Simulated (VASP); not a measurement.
# Te2Mo in VASP: settings compared

Te2Mo is run at these levels: PBE exchange alone, r2SCAN+rVV10, PBEsol, PBE; tasks: single point.

Program: VASP 6.6.1. These are calculated values, not measurements. Logs are shortened: lines on timing, memory, paths and dates and some standing lists are left out, and cuts for length are marked.

**The experiment to reproduce.**

From “Broadband infrared study of pressure-tunable Fano resonance and metallization transition in 2H-MoTe2”, 2022, pmc:9569381, for a bulk crystal of Te2Mo at 300 K: band gap 0.88 ± 0.05 eV (indirect).

The results are compared with them further down.

### Step 1. The cell of the first run

It takes space group P6_3/mmc (No. 194, hexagonal). Conventional cell: a = 3.811 Å, b = 3.811 Å, c = 19.940 Å, α = 90.00°, β = 90.00°, γ = 120.00°. Within 3.9 Å of Te (site symmetry 3m) lie 3 Mo at 2.86 Å and 7 Te at 3.66 to 3.81 Å. Mo (site symmetry -6m2) has 6 Te at 2.86 Å and 6 Mo at 3.81 Å within 3.9 Å.

### Step 2. Single point, PBE exchange alone

Contents of INCAR:

```
PREC     = Accurate       # precision mode
ENCUT    = 520            # plane-wave cutoff, eV
EDIFF    = 1E-7           # SCF threshold, eV
ISMEAR   = -1             # smearing method
SIGMA    = 0.05           # smearing width, eV
LREAL    = F              # projectors in reciprocal space
LASPH    = T              # aspherical terms in the spheres
NELM     = 80             # most SCF steps
ALGO     = Normal         # electronic algorithm
ISIF     = 2              # what is computed and relaxed
LWAVE    = F              # write WAVECAR
LCHARG   = F              # write CHGCAR
GGA      = PE             # functional
ALDAC    = 0.0          
AGGAC    = 0.0          
NBANDS   = 35             # bands
```

Contents of KPOINTS:

```
regular mesh
0
Gamma
  9 9 2
```

Contents of POSCAR:

```
Te2Mo
1.0
    3.8107997037      0.0000000000      0.0000000000
   -1.9053998519      3.3002493522      0.0000000000
    0.0000000000      0.0000000000     19.9399681814
Te Mo
4 2
Direct
    0.6666666667      0.3333333333      0.3416550823
    0.3333333333      0.6666666667      0.8416550823
    0.6666666667      0.3333333333      0.1583449177
    0.3333333333      0.6666666667      0.6583449177
    0.6666666667      0.3333333333      0.7500000000
    0.3333333333      0.6666666667      0.2500000000
```

Potentials or basis: VASP PAW PBE potentials, release 64 (Te, Mo_sv).

Started as:

```
cat potpaw_PBE.64/Te/POTCAR potpaw_PBE.64/Mo_sv/POTCAR > POTCAR
mpirun -np 1 vasp_std > vasp.out
```

OUTCAR:

```text
PREC = Accurate
   ENCUT = 520
   EDIFF = 1E-7
   ISMEAR = -1
   LREAL = F
   LASPH = T
   NELM = 80
   ISIF = 2
   GGA = PE

 ion  position               nearest neighbor table
   1  0.667  0.333  0.342-   6 2.86   6 2.86   6 2.86   3 3.66
   2  0.333  0.667  0.842-   5 2.86   5 2.86   5 2.86   4 3.66
   3  0.667  0.333  0.158-   6 2.86   6 2.86   6 2.86   1 3.66
   4  0.333  0.667  0.658-   5 2.86   5 2.86   5 2.86   2 3.66
   5  0.667  0.333  0.750-   2 2.86   4 2.86   2 2.86   4 2.86   2 2.86   4 2.86
   6  0.333  0.667  0.250-   1 2.86   3 2.86   1 2.86   3 2.86   1 2.86   3 2.86

  LATTYP: Found a hexagonal cell.
 ALAT       =     3.8107997037
 C/A-ratio  =     5.2324891707

  Lattice vectors:

 A1 = (   3.8107997037,   0.0000000000,   0.0000000000)
 A2 = (  -1.9053998519,   3.3002493522,   0.0000000000)
 A3 = (   0.0000000000,   0.0000000000,  19.9399681814)

Analysis of symmetry for initial positions (statically):
=====================================================================
 Subroutine PRICEL returns:
 Original cell was already a primitive cell.

 Routine SETGRP: Setting up the symmetry group for a
 hexagonal supercell.

 Subroutine GETGRP returns: Found 24 space group operations
 (whereof 12 operations were pure point group operations)
 out of a pool of 24 trial point group operations.

The static configuration has the point symmetry D_3d.
 The point group associated with its full space group is D_6h.

Analysis of symmetry for dynamics (positions and initial velocities):
=====================================================================
 Subroutine PRICEL returns:
 Original cell was already a primitive cell.

 Routine SETGRP: Setting up the symmetry group for a
 hexagonal supercell.

 Subroutine GETGRP returns: Found 24 space group operations
 (whereof 12 operations were pure point group operations)
 out of a pool of 24 trial point group operations.

The dynamic configuration has the point symmetry D_3d.
 The point group associated with its full space group is D_6h.

 Subroutine INISYM returns: Found 24 space group operations
 (whereof 12 operations are pure point group operations),
 and found     1 'primitive' translations

----------------------------------------------------------------------------------------

                                     Primitive cell

  volume of cell :     250.7768

  direct lattice vectors                    reciprocal lattice vectors
     3.810799704  0.000000000  0.000000000     0.262412112  0.151503704  0.000000000
    -1.905399852  3.300249352  0.000000000     0.000000000  0.303007407  0.000000000
     0.000000000  0.000000000 19.939968181     0.000000000  0.000000000  0.050150531

  length of vectors
     3.810799704  3.810799704 19.939968181     0.303007407  0.303007407  0.050150531

  position of ions in fractional coordinates (direct lattice)
     0.666666667  0.333333333  0.341655082
     0.333333333  0.666666667  0.841655082
     0.666666667  0.333333333  0.158344918
     0.333333333  0.666666667  0.658344918
     0.666666667  0.333333333  0.750000000
     0.333333333  0.666666667  0.250000000

  ion indices of the primitive-cell ions
   primitive index   ion index
                 1           1
                 2           2
                 3           3
                 4           4
                 5           5
                 6           6

----------------------------------------------------------------------------------------

 KPOINTS: regular mesh

Automatic generation of k-mesh.
 Grid dimensions read from file:
 generate k-points for:    9    9    2

 Generating k-lattice:

  Cartesian coordinates                     Fractional coordinates (reciprocal lattice)
     0.029156901  0.016833745  0.000000000     0.111111111  0.000000000  0.000000000
     0.000000000  0.033667490  0.000000000     0.000000000  0.111111111  0.000000000
     0.000000000  0.000000000  0.025075266     0.000000000  0.000000000  0.500000000

  Length of vectors
     0.033667490  0.033667490  0.025075266

  Shift w.r.t. Gamma in fractional coordinates (k-lattice)
     0.000000000  0.000000000  0.000000000

 Subroutine IBZKPT returns following result:
 ===========================================

 Found     24 irreducible k-points:

 Following reciprocal coordinates:
            Coordinates               Weight
  0.000000  0.000000  0.000000      1.000000
  0.111111 -0.000000  0.000000      6.000000
  0.222222  0.000000  0.000000      6.000000
  0.333333  0.000000  0.000000      6.000000
  0.444444  0.000000  0.000000      6.000000
  0.111111  0.111111  0.000000      6.000000
[... 16 lines left out ...]
  0.333333  0.222222  0.500000     12.000000
  0.333333  0.333333  0.500000      2.000000
   k-points           NKPTS =     24   k-points in BZ     NKDIM =     24   number of bands    NBANDS=     35
   number of dos      NEDOS =    301   number of ions     NIONS =      6
   total plane-waves  NPLWV = 117600
   dimension x,y,z NGX =    28 NGY =   28 NGZ =  150
   dimension x,y,z NGXF=    56 NGYF=   56 NGZF=  300
   ions per type =               4   2
   NGX,Y,Z   is equivalent  to a cutoff of  12.21, 12.21, 12.51 a.u.
   NGXF,Y,Z  is equivalent  to a cutoff of  24.43, 24.43, 25.01 a.u.
 SYSTEM =  unknown system
   PREC   = accura    normal or accurate (medium, high low for compatibility)
   ISTART =      0    job   : 0-new  1-cont  2-samecut
   ICHARG =      2    charge: 1-file 2-atom 10-const
   ISPIN  =      1    spin polarized calculation?
   LNONCOLLINEAR =      F non collinear calculations
   LSORBIT =      F    spin-orbit coupling
   LASPH  =      T    aspherical Exc in radial PAW
   ENCUT  =  520.0 eV  38.22 Ry    6.18 a.u.   7.09  7.09 37.08*2*pi/ulx,y,z
   NELM   =     80;   NELMIN=  2; NELMDL= -5     # of ELM steps
   EDIFF  = 0.1E-06   stopping-criterion for ELM
   LREAL  =      F    real-space projection
   EDIFFG = 0.1E-05   stopping-criterion for IOM
   NSW    =      0    number of steps for IOM
   IBRION =     -1    ionic relax: 0-MD 1-quasi-New 2-CG
   NFREE  =      0    steps in history (QN), initial steepest desc. (CG)
   ISIF   =      2    stress and relaxation
   ISYM   =      2    0-nonsym 1-usesym 2-fastsym
   POTIM  = 0.5000    time-step for ionic-motion
   TEBEG  =    0.0;   TEEND  =   0.0 temperature during run
   PSTRESS=    0.0 pullay stress
   NELECT =      52.0000    total number of electrons
   NUPDOWN=      -1.0000    fix difference up-down
   EMIN   =  10.00;   EMAX   =-10.00  energy-range for DOS
   EFERMI =   0.00;   METHOD = LEGACY
   ISMEAR =    -1;   SIGMA  =   0.05  broadening in eV -4-tet -1-fermi 0-gaus
   EFERMI_NEDOS =   21; number of points for ismear=-14 and -15
   IALGO  =     38    algorithm
   IMIX   =      4    mixing-type and parameters
     AMIX     =   0.40;   BMIX     =  1.00
     AMIX_MAG =   1.60;   BMIX_MAG =  1.00
  volume/ion in A,a.u.               =      41.80       282.05
  Fermi-wavevector in a.u.,A,eV,Ry     =   0.968977  1.831101 12.774735  0.938917
  Thomas-Fermi vector in A             =   2.098991
   LORBIT       =      0    0 simple, 1 ext, 2 COOP (PROOUT), +10 PAW based schemes
   GGA     = PE    functional components
   LHFCALC =     F    Hartree Fock is set to
   AEXX    =    0.0000 exact exchange contribution
   IVDW    =     0    specifies the selected vdW correction
   LEPSILON=     F    determine dielectric tensor
   LRPA    =     F    only Hartree local field effects (RPA)
 non-spin polarized calculation
  energy-cutoff  :      520.00
  volume of cell :      250.78
 maximum number of plane-waves:      6795
   NGX = 15   NGY = 15   NGZ = 75

 number of electron      52.0000001 magnetization

 Free energy of the ion-electron system (eV)
  ---------------------------------------------------
  ext. energy  EPLUGINS =         0.00000000
  ---------------------------------------------------
  free energy    TOTEN  =       -26.35824364 eV

  energy without entropy =      -26.35815108  energy(sigma->0) =      -26.35819736

 E-fermi :   4.4134     XC(G=0):  -6.3413

 val. band max:        4.0397297063   @ k =   0.3333   0.3333   0.0000
 cond. band min:       4.7612010249   @ k =   0.3333   0.3333   0.5000
 fundamental gap:      0.7214713186
 Fermi energy:         4.4133929525

 k-point     1 :       0.0000    0.0000    0.0000
  band No.  band energies     occupation
      1     -56.7539      2.00000
      2     -56.7539      2.00000
      3     -30.8256      2.00000
      4     -30.8256      2.00000
      5     -30.8256      2.00000
      6     -30.8256      2.00000
[... 27 lines left out ...]
     34       6.5853      0.00000
     35       7.5002      0.00000

 k-point     2 :       0.1111   -0.0000    0.0000
  band No.  band energies     occupation
      1     -56.7536      2.00000
      2     -56.7536      2.00000
      3     -30.8313      2.00000
      4     -30.8313      2.00000
      5     -30.8270      2.00000
      6     -30.8270      2.00000
[... 27 lines left out ...]
     34       6.5351      0.00000
     35       7.8659      0.00000

 k-point     3 :       0.2222    0.0000    0.0000
  band No.  band energies     occupation
      1     -56.7528      2.00000
      2     -56.7528      2.00000
      3     -30.8457      2.00000
      4     -30.8457      2.00000
      5     -30.8305      2.00000
      6     -30.8305      2.00000
[... 27 lines left out ...]
     34       6.7875      0.00000
     35       8.3095      0.00000
[... 723 lines left out ...]
 k-point    23 :       0.3333    0.2222    0.5000
  band No.  band energies     occupation
      1     -56.7510      2.00000
      2     -56.7510      2.00000
      3     -30.8671      2.00000
      4     -30.8671      2.00000
      5     -30.8484      2.00000
      6     -30.8484      2.00000
[... 27 lines left out ...]
     34       7.0659      0.00000
     35       8.5853      0.00000

 k-point    24 :       0.3333    0.3333    0.5000
  band No.  band energies     occupation
      1     -56.7508      2.00000
      2     -56.7508      2.00000
      3     -30.8628      2.00000
      4     -30.8628      2.00000
      5     -30.8562      2.00000
      6     -30.8562      2.00000
[... 27 lines left out ...]
     34       7.1652      0.00000
     35       8.9044      0.00000

------------------------ aborting loop because EDIFF is reached ----------------------------------------

  FORCE on cell =-STRESS in cart. coord.  units (eV):
  Direction    XX          YY          ZZ          XY          YZ          ZX
  --------------------------------------------------------------------------------------
  -------------------------------------------------------------------------------------
  Total        0.1128864      0.1128864      0.1481172     -0.0000000     -0.0000000      0.0000000
  in kB        0.7212152      0.7212152      0.9462997     -0.0000000     -0.0000000      0.0000000
  external PRESSURE =       0.7962433 kB  Pullay stress =       0.0000000 kB

 VOLUME and BASIS-vectors are now :
 -----------------------------------------------------------------------------
  energy-cutoff  :      520.00
  volume of cell :      250.78
      direct lattice vectors                 reciprocal lattice vectors
     3.810799704  0.000000000  0.000000000     0.262412112  0.151503704  0.000000000
    -1.905399852  3.300249352  0.000000000     0.000000000  0.303007407  0.000000000
     0.000000000  0.000000000 19.939968181     0.000000000  0.000000000  0.050150531

 POSITION                                       TOTAL-FORCE (eV/Angst)
 -----------------------------------------------------------------------------------
      1.90540      1.10008      6.81259        -0.000000      0.000000      0.019700
     -0.00000      2.20017     16.78258        -0.000000      0.000000      0.019700
      1.90540      1.10008      3.15739        -0.000000      0.000000     -0.019700
     -0.00000      2.20017     13.12738        -0.000000      0.000000     -0.019700
      1.90540      1.10008     14.95498         0.000000     -0.000000      0.000000
     -0.00000      2.20017      4.98499         0.000000      0.000000      0.000000
 -----------------------------------------------------------------------------------
    total drift:                               -0.000000      0.000000     -0.000000

  FREE ENERGIE OF THE ION-ELECTRON SYSTEM (eV)
  ---------------------------------------------------
  free  energy   TOTEN  =       -26.3582436449 eV

  energy  without entropy=      -26.3581510837  energy(sigma->0) =      -26.35819736
```

Wall time 6.9 min (1 thread of Intel Xeon 8259CL, shared host); peak memory 0.44 GiB.

Results:

* Free energy: -26.3582 eV
* Pressure: 0.1 GPa
* Largest force: 0.020 eV/Å
* Band gap on the k mesh: 0.72 eV

Forces in eV/Å, atoms in the order of the input:
```
Te   0.000  0.000  0.020
Te   0.000  0.000  0.020
Te   0.000  0.000 -0.020
Te   0.000  0.000 -0.020
Mo   0.000  0.000  0.000
Mo   0.000  0.000  0.000
```

Caveat: spin-orbit coupling is left out, which moves the levels of the heavy elements; an odd mesh through Γ misses points on the zone boundary, where band edges can lie.

### Step 3. Single point, r2SCAN+rVV10

This run uses another cell than the first one, of 24.96 Å³/atom.

Contents of INCAR:

```
  METAGGA = R2SCAN
  LUSE_VDW = T
  IVDW_NL = 2
  BPARAM = 11.95
  CPARAM = 0.0093
  ISMEAR = 0
  SIGMA = 0.03
  LWAVE = F
  LCHARG = F
  ISIF = 2
  PREC = Accurate
  LASPH = T
  LREAL = F
  ALGO = Normal
  EDIFF = 1E-6
  NELM = 120
  GGA_COMPAT = F
  ENCUT = 320
  EFERMI = MIDGAP
  LMIXTAU = T
  KPAR = 2
  NBANDS = 40
  ADDGRID = F
```

Contents of KPOINTS:

```
Automatic mesh
0
Gamma
  7 7 2
  0 0 0
```

Contents of POSCAR:

```
Te2Mo
1.0
    3.5182000000      0.0000000000      0.0000000000
   -1.7591000000      3.0468505756      0.0000000000
    0.0000000000      0.0000000000     13.9736000000
Te Mo
4 2
Direct
    0.6666666667      0.3333333333      0.3790000000
    0.3333333333      0.6666666667      0.8790000000
    0.6666666667      0.3333333333      0.1210000000
    0.3333333333      0.6666666667      0.6210000000
    0.6666666667      0.3333333333      0.7500000000
    0.3333333333      0.6666666667      0.2500000000
```

Potentials or basis: VASP PAW PBE potentials, release 64 (Te, Mo_sv).

Started as:

```
cat potpaw_PBE.64/Te/POTCAR potpaw_PBE.64/Mo_sv/POTCAR > POTCAR
mpirun -np 2 vasp_std > vasp.out
```

Wall time 7.4 min (2 MPI ranks of Intel Xeon Platinum 8259CL at 2.50GHz (Skylake/Cascade Lake), shared host); peak memory 0.41 GiB.

The run converged. Its results:

```yaml
Free_energy: -154.4999 eV
Pressure: 1.3 GPa
Largest_force: 0.008 eV/Å
Band_gap_on_the_k_mesh: 0.93 eV (least direct gap 1.35 eV)
```

Forces on the atoms (eV/Å):
```
Te   0.000  0.000  0.008
Te   0.000  0.000  0.008
Te   0.000  0.000 -0.008
Te   0.000  0.000 -0.008
Mo   0.000  0.000  0.000
Mo   0.000  0.000  0.000
```

Stress tensor (GPa, compression positive):
```
1.44 0.00 0.00
0.00 1.44 0.00
0.00 0.00 1.00
```

Levels at points of the mesh, in eV from the valence-band top:
```tsv
k point	band 24	band 25	band 26	band 27	band 28	band 29
(0.00, 0.00, 0.00)	-1.09	-0.42	0.00	3.02	3.02	3.16
(0.00, 0.00, 0.50)	-1.14	-0.10	-0.10	3.06	3.06	3.06
```

Caveat: the PAW data sets were made with another functional, which shifts forces and pressure a little; spin-orbit coupling is left out, which moves the levels of the heavy elements; an odd mesh through Γ misses points on the zone boundary, where band edges can lie.

### Step 4. Single point, r2SCAN+rVV10

This run uses another cell than the first one, of 24.96 Å³/atom.

Changes to INCAR since step 3:

```diff
@@ -17,3 +17,3 @@
   GGA_COMPAT = F
-  ENCUT = 320
+  ENCUT = 640
   EFERMI = MIDGAP
```

Contents of KPOINTS:

```
Automatic mesh
0
Gamma
  11 11 3
  0 0 0
```

POSCAR is that of step 3.

Started as:

```
cat potpaw_PBE.64/Te/POTCAR potpaw_PBE.64/Mo_sv/POTCAR > POTCAR
mpirun -np 2 vasp_std > vasp.out
```

Run time: 34 min. Hardware: 2 MPI ranks of Intel Xeon Platinum 8259CL at 2.50GHz (Skylake/Cascade Lake), shared host; peak memory 0.86 GiB.

The run converged. Its results:

* Free energy: -154.4897 eV
* Pressure: 1.5 GPa
* Band gap on the k mesh: 0.83 eV (least direct gap 1.23 eV)

Forces on the atoms (eV/Å):
```
Te   0.000  0.000  0.003
Te   0.000  0.000  0.003
Te   0.000  0.000 -0.003
Te   0.000  0.000 -0.003
Mo   0.000  0.000  0.000
Mo   0.000  0.000  0.000
```

Stress tensor (GPa, compression positive):
```
1.62 0.00 0.00
0.00 1.62 0.00
0.00 0.00 1.15
```

Levels at points of the mesh, in eV from the valence-band top:
```tsv
k point	band 24	band 25	band 26	band 27	band 28	band 29
(0.00, 0.00, 0.00)	-1.09	-0.42	0.00	3.02	3.02	3.16
```

Caveat: the PAW data sets were made with another functional, which shifts forces and pressure a little; spin-orbit coupling is left out, which moves the levels of the heavy elements; an odd mesh through Γ misses points on the zone boundary, where band edges can lie.

(Part 1 of 2 ends here.)
